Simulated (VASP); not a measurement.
# CoSn2 (I4/mcm) in VASP: further runs, part 2 of 2

VASP 6.6.1. The steps go on from the part before.

## (5) Single point, PBEsol (18.80 Å³/atom)

This run uses another cell than the first one, of 18.80 Å³/atom.

File INCAR:

```
SYSTEM = CoSn2
PREC     = Accurate       ! precision mode
ENCUT    = 520            ! plane-wave cutoff, eV
EDIFF    = 1E-6           ! SCF threshold, eV
ISMEAR   = 0              ! smearing method
SIGMA    = 0.1            ! smearing width, eV
LREAL    = .False.        ! projectors in reciprocal space
LASPH    = .True.         ! aspherical terms in the spheres
NELM     = 100            ! most SCF steps
ALGO     = Fast           ! electronic algorithm
ISIF     = 2              ! what is computed and relaxed
LWAVE    = .False.        ! write WAVECAR
LCHARG   = .False.        ! write CHGCAR
GGA      = PS             ! functional
NBANDS   = 46             ! bands
```

File KPOINTS:

```
regular mesh
0
Gamma
  8 8 8
  0 0 0
```

File POSCAR:

```
CoSn2
1.0
   -3.1989809944      3.1989809944      2.7557916311
    3.1989809944     -3.1989809944      2.7557916311
    3.1989809944      3.1989809944     -2.7557916311
Co Sn
2 4
Direct
    0.2500000000      0.2500000000      0.0000000000
    0.7500000000      0.7500000000      0.0000000000
    0.6671446525      0.1671446525      0.8342893051
    0.1671446525      0.3328553475      0.5000000000
    0.3328553475      0.8328553475      0.1657106949
    0.8328553475      0.6671446525      0.5000000000
```

Potentials or basis: VASP PAW PBE potentials, release 64 (Co, Sn_d).

Started as:

```console
$ cat potpaw_PBE.64/Co/POTCAR potpaw_PBE.64/Sn_d/POTCAR > POTCAR
$ mpirun -np 1 vasp_std > vasp.out
```

OUTCAR:

```text
SYSTEM = CoSn2
   PREC = Accurate
   ENCUT = 520
   EDIFF = 1E-6
   ISMEAR = 0
   LREAL = .False.
   LASPH = .True.
   NELM = 100
   ISIF = 2
   GGA = PS

 ion  position               nearest neighbor table
   1  0.250  0.250  0.000-   3 2.75   5 2.75   4 2.75   6 2.75   4 2.75   6 2.75   5 2.75   3 2.75
                             2 2.76   2 2.76
   2  0.750  0.750  0.000-   3 2.75   5 2.75   4 2.75   6 2.75   6 2.75   4 2.75   3 2.75   5 2.75
                             1 2.76   1 2.76
   3  0.667  0.167  0.834-   1 2.75   2 2.75   1 2.75   2 2.75   5 3.02   5 3.14   5 3.14   4 3.37
                             6 3.37   6 3.37   4 3.37   4 3.49   6 3.49   6 3.49   4 3.49
   4  0.167  0.333  0.500-   2 2.75   1 2.75   1 2.75   2 2.75   6 3.02   6 3.14   6 3.14   5 3.37
                             3 3.37   5 3.37   3 3.37   3 3.49   5 3.49   5 3.49   3 3.49
   5  0.333  0.833  0.166-   1 2.75   2 2.75   1 2.75   2 2.75   3 3.02   3 3.14   3 3.14   6 3.37
                             4 3.37   6 3.37   4 3.37   6 3.49   4 3.49   4 3.49   6 3.49
   6  0.833  0.667  0.500-   1 2.75   2 2.75   2 2.75   1 2.75   4 3.02   4 3.14   4 3.14   5 3.37
                             3 3.37   5 3.37   3 3.37   3 3.49   5 3.49   3 3.49   5 3.49

  LATTYP: Found a body centered tetragonal cell.
 ALAT       =     6.3979619888
 C/A-ratio  =     0.8614592071

  Lattice vectors:

 A1 = (  -3.1989809944,   3.1989809944,   2.7557916311)
 A2 = (   3.1989809944,  -3.1989809944,   2.7557916311)
 A3 = (   3.1989809944,   3.1989809944,  -2.7557916311)

Analysis of symmetry for initial positions (statically):
=====================================================================
 Subroutine PRICEL returns:
 Original cell was already a primitive cell.

 Routine SETGRP: Setting up the symmetry group for a
 body centered tetragonal supercell.

 Subroutine GETGRP returns: Found 16 space group operations
 (whereof  8 operations were pure point group operations)
 out of a pool of 16 trial point group operations.

The static configuration has the point symmetry C_4h.
 The point group associated with its full space group is D_4h.

Analysis of symmetry for dynamics (positions and initial velocities):
=====================================================================
 Subroutine PRICEL returns:
 Original cell was already a primitive cell.

 Routine SETGRP: Setting up the symmetry group for a
 body centered tetragonal supercell.

 Subroutine GETGRP returns: Found 16 space group operations
 (whereof  8 operations were pure point group operations)
 out of a pool of 16 trial point group operations.

The dynamic configuration has the point symmetry C_4h.
 The point group associated with its full space group is D_4h.

 Subroutine INISYM returns: Found 16 space group operations
 (whereof  8 operations are pure point group operations),
 and found     1 'primitive' translations

----------------------------------------------------------------------------------------

                                     Primitive cell

  volume of cell :     112.8053

  direct lattice vectors                    reciprocal lattice vectors
    -3.198980994  3.198980994  2.755791631     0.000000000  0.156299772  0.181436069
     3.198980994 -3.198980994  2.755791631     0.156299772  0.000000000  0.181436069
     3.198980994  3.198980994 -2.755791631     0.156299772  0.156299772  0.000000000

  length of vectors
     5.297296133  5.297296133  5.297296133     0.239475815  0.239475815  0.221041257

[... 36 lines left out ...]
     0.000000000  0.000000000  0.000000000

 Subroutine IBZKPT returns following result:
 ===========================================

 Found     59 irreducible k-points:

 Following reciprocal coordinates:
            Coordinates               Weight
  0.000000  0.000000  0.000000      1.000000
  0.125000 -0.000000  0.000000      8.000000
  0.250000 -0.000000  0.000000      8.000000
  0.375000 -0.000000  0.000000      8.000000
  0.500000 -0.000000  0.000000      4.000000
  0.125000  0.125000  0.000000      8.000000
[... 16 lines left out ...]
  0.250000  0.125000  0.125000     16.000000
  0.375000  0.125000  0.125000      8.000000
 [... further k-points ...]
   k-points           NKPTS =     59   k-points in BZ     NKDIM =     59   number of bands    NBANDS=     46
   number of dos      NEDOS =    301   number of ions     NIONS =      6
   total plane-waves  NPLWV =  64000
   dimension x,y,z NGX =    40 NGY =   40 NGZ =   40
   dimension x,y,z NGXF=    80 NGYF=   80 NGZF=   80
   ions per type =               2   4
   NGX,Y,Z   is equivalent  to a cutoff of  12.55, 12.55, 12.55 a.u.
   NGXF,Y,Z  is equivalent  to a cutoff of  25.11, 25.11, 25.11 a.u.
 SYSTEM =  CoSn2
   PREC   = accura    normal or accurate (medium, high low for compatibility)
   ISTART =      0    job   : 0-new  1-cont  2-samecut
   ICHARG =      2    charge: 1-file 2-atom 10-const
   ISPIN  =      1    spin polarized calculation?
   LNONCOLLINEAR =      F non collinear calculations
   LSORBIT =      F    spin-orbit coupling
   LASPH  =      T    aspherical Exc in radial PAW
   ENCUT  =  520.0 eV  38.22 Ry    6.18 a.u.   9.85  9.85  9.85*2*pi/ulx,y,z
   NELM   =    100;   NELMIN=  2; NELMDL= -5     # of ELM steps
   EDIFF  = 0.1E-05   stopping-criterion for ELM
   LREAL  =      F    real-space projection
[... 7 lines left out ...]
   TEBEG  =    0.0;   TEEND  =   0.0 temperature during run
   PSTRESS=    0.0 pullay stress
   NELECT =      74.0000    total number of electrons
   NUPDOWN=      -1.0000    fix difference up-down
   EMIN   =  10.00;   EMAX   =-10.00  energy-range for DOS
   EFERMI =   0.00;   METHOD = LEGACY
   ISMEAR =     0;   SIGMA  =   0.10  broadening in eV -4-tet -1-fermi 0-gaus
   EFERMI_NEDOS =   21; number of points for ismear=-14 and -15
   IALGO  =     68    algorithm
   IMIX   =      4    mixing-type and parameters
     AMIX     =   0.40;   BMIX     =  1.00
     AMIX_MAG =   1.60;   BMIX_MAG =  1.00
  volume/ion in A,a.u.               =      18.80       126.87
  Fermi-wavevector in a.u.,A,eV,Ry     =   1.422467  2.688073 27.530193  2.023412
  Thomas-Fermi vector in A             =   2.543168
   LORBIT       =      0    0 simple, 1 ext, 2 COOP (PROOUT), +10 PAW based schemes
   GGA     = PS    functional components
   LHFCALC =     F    Hartree Fock is set to
   AEXX    =    0.0000 exact exchange contribution
   IVDW    =     0    specifies the selected vdW correction
   LEPSILON=     F    determine dielectric tensor
   LRPA    =     F    only Hartree local field effects (RPA)
 non-spin polarized calculation
 RMM-DIIS sequential band-by-band and
 Gauss-broadening in eV      SIGMA  =   0.10
  energy-cutoff  :      520.00
  volume of cell :      112.81
 maximum number of plane-waves:      3052
   NGX = 19   NGY = 19   NGZ = 19

 number of electron      74.0000025 magnetization

 Free energy of the ion-electron system (eV)
  ---------------------------------------------------
  ext. energy  EPLUGINS =         0.00000000
  ---------------------------------------------------
  free energy    TOTEN  =       -33.17429815 eV

  energy without entropy =      -33.15639076  energy(sigma->0) =      -33.16534445

 E-fermi :  10.0203     XC(G=0): -11.7976

 val. band max:       10.0171275454   @ k =  -0.2500  -0.2500   0.1250
 cond. band min:      10.0300430850   @ k =   0.2500   0.1250   0.1250
 fundamental gap:      0.0129155396
 Fermi energy:        10.0202846120

 k-point     1 :       0.0000    0.0000    0.0000
  band No.  band energies     occupation
      1     -11.4152      2.00000
      2     -11.3774      2.00000
      3     -11.3679      2.00000
      4     -11.3628      2.00000
      5     -11.3583      2.00000
      6     -11.3583      2.00000
[... 1165 lines left out ...]
     45      14.1106      0.00000
     46      14.1106      0.00000

 [... further k-points ...]
[... 5 lines left out ...]
  --------------------------------------------------------------------------------------
  -------------------------------------------------------------------------------------
  Total       -4.2314804     -4.2314804     -4.2017552      0.0000000     -0.0000000      0.0000000
  in kB      -60.0998273    -60.0998273    -59.6776398      0.0000000     -0.0000000      0.0000000
  external PRESSURE =     -59.9590981 kB  Pullay stress =       0.0000000 kB

 VOLUME and BASIS-vectors are now :
 -----------------------------------------------------------------------------
  energy-cutoff  :      520.00
  volume of cell :      112.81
      direct lattice vectors                 reciprocal lattice vectors
    -3.198980994  3.198980994  2.755791631     0.000000000  0.156299772  0.181436069
     3.198980994 -3.198980994  2.755791631     0.156299772  0.000000000  0.181436069
     3.198980994  3.198980994 -2.755791631     0.156299772  0.156299772  0.000000000

 POSITION                                       TOTAL-FORCE (eV/Angst)
 -----------------------------------------------------------------------------------
      0.00000      0.00000      1.37790         0.000000     -0.000000      0.000000
      0.00000      0.00000      4.13369        -0.000000     -0.000000      0.000000
      1.06939      4.26837     -0.00000         0.003440      0.003440      0.000000
      2.12960      1.06939      0.00000        -0.003440      0.003440      0.000000
      2.12960     -1.06939      2.75579        -0.003440     -0.003440     -0.000000
      1.06939      2.12960      2.75579         0.003440     -0.003440      0.000000
 -----------------------------------------------------------------------------------
    total drift:                                0.000000      0.000000     -0.000000

  FREE ENERGIE OF THE ION-ELECTRON SYSTEM (eV)
  ---------------------------------------------------
  free  energy   TOTEN  =       -33.1742981475 eV

  energy  without entropy=      -33.1563907616  energy(sigma->0) =      -33.16534445
```

It took 3 min on 1 thread of AMD EPYC 9R45 (Zen 5), shared host; peak memory 0.36 GiB.

What came out:

- Free energy: -33.1743 eV
- Pressure: -6.0 GPa
- Largest force: 0.005 eV/Å
- Band gap on the k mesh: zero (bands 37 and 38 overlap by 1.43 eV)

Forces on the atoms (eV/Å):
```
Co   0.000  0.000  0.000
Co   0.000  0.000  0.000
Sn   0.003  0.003  0.000
Sn  -0.003  0.003  0.000
Sn  -0.003 -0.003  0.000
Sn   0.003 -0.003  0.000
```

Levels at points of the mesh, in eV from the Fermi level:
| k point | band 34 | band 35 | band 36 | band 37 | band 38 | band 39 | band 40 | band 41 |
| --- | --- | --- | --- | --- | --- | --- | --- | --- |
| (0.00, 0.00, 0.00) | -1.20 | -1.04 | -1.00 | -0.54 | -0.54 | 0.38 | 0.38 | 0.38 |
| (0.50, 0.00, 0.00) | -0.94 | -0.66 | -0.66 | 0.21 | 0.21 | 1.76 | 1.76 | 3.16 |
| (0.50, 0.50, 0.00) | -1.03 | -0.99 | -0.65 | -0.54 | 0.67 | 0.77 | 1.20 | 2.72 |
| (0.50, 0.50, 0.50) | -0.64 | -0.64 | 0.04 | 0.25 | 1.61 | 2.53 | 2.69 | 2.69 |

Caveat: the cell stands under tension; the PAW data sets were made with another functional, which shifts forces and pressure a little; spin-orbit coupling is left out, which moves the levels of the heavy elements; the run has no spin polarisation, though such a crystal can be magnetic. Spin polarisation is off, so any magnetic state and its effect on volume and gap are missing.

## (6) Summary

```csv
cell,further INCAR settings,gap on the mesh (eV),pressure (GPa)
"a = 5.091 Å, angles 105.6, 105.6, 117.5°, 6 atoms, atomic positions A",ALGO = Fast; EDIFF = 1e-06; NBANDS = 46,none,8.6
"a = 5.144 Å, angles 105.6, 105.6, 117.5°, 6 atoms, atomic positions B",ALGO = Fast; EDIFF = 1e-06; NBANDS = 46,none,3.9
"a = 5.247 Å, angles 105.7, 105.7, 117.4°, 6 atoms, atomic positions C",ALGO = Fast; EDIFF = 1e-07; NBANDS = 46,none,-3.3
"a = 5.297 Å, angles 105.7, 105.7, 117.3°, 6 atoms, atomic positions D",ALGO = Fast; EDIFF = 1e-06; NBANDS = 46,none,-6.0
```

Alike in all rows: task single point; level PBEsol; potentials or basis VASP PAW PBE potentials, release 64 (Co, Sn_d); no spin polarisation; k mesh 8 × 8 × 8; cutoff (eV) 520; smearing gaussian 0.1 eV.

Caveats: the PAW data sets were made with another functional, which shifts forces and pressure a little; spin-orbit coupling is left out, which moves the levels of the heavy elements; the run has no spin polarisation, though such a crystal can be magnetic; the cell stands under pressure (at least some runs); the cell stands under tension (at least some runs).

Total energies depend on the potentials used, so only differences within one code and one set of settings carry meaning.

The gap in the log of VASP goes by the Fermi energy; the results here count the filled bands.